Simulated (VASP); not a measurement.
Sb, 6 atoms in the cell. The cell holds a slab with vacuum, 6 atoms: a = 6.928 Å, b = 6.928 Å, c = 23.190 Å, α = 90.00°, β = 90.00°, γ = 120.00°. 

* Program: VASP 6.6.1
* Task: single point
* Functional: PBEsol
* Dispersion: D3(BJ)
* Potentials or basis: VASP PAW PBE potentials, release 64 (Sb)
* Cutoff: 400 eV
* k mesh: 6 × 6 × 1
* Occupations: gaussian, width 0.04 eV
* Spin: no spin polarisation
* Dipole correction: yes
* Further INCAR settings: ALGO = Normal; EDIFF = 1e-06; NBANDS = 24; NELMDL = -8

Potentials or basis: VASP PAW PBE potentials, release 64 (Sb).

Run with:

```console
$ cat potpaw_PBE.64/Sb/POTCAR > POTCAR
$ mpirun -np 1 vasp_std > vasp.out
```

Hardware: 1 thread of Oxide Virtual Turin-like Processor, on a shared host.

Q: Estimate the wall time of this run.

A: It took 12 min on 1 thread of Oxide Virtual Turin-like Processor, with other jobs on the host, peak memory 0.77 GiB. Counts: scf iterations 23, k points 20.
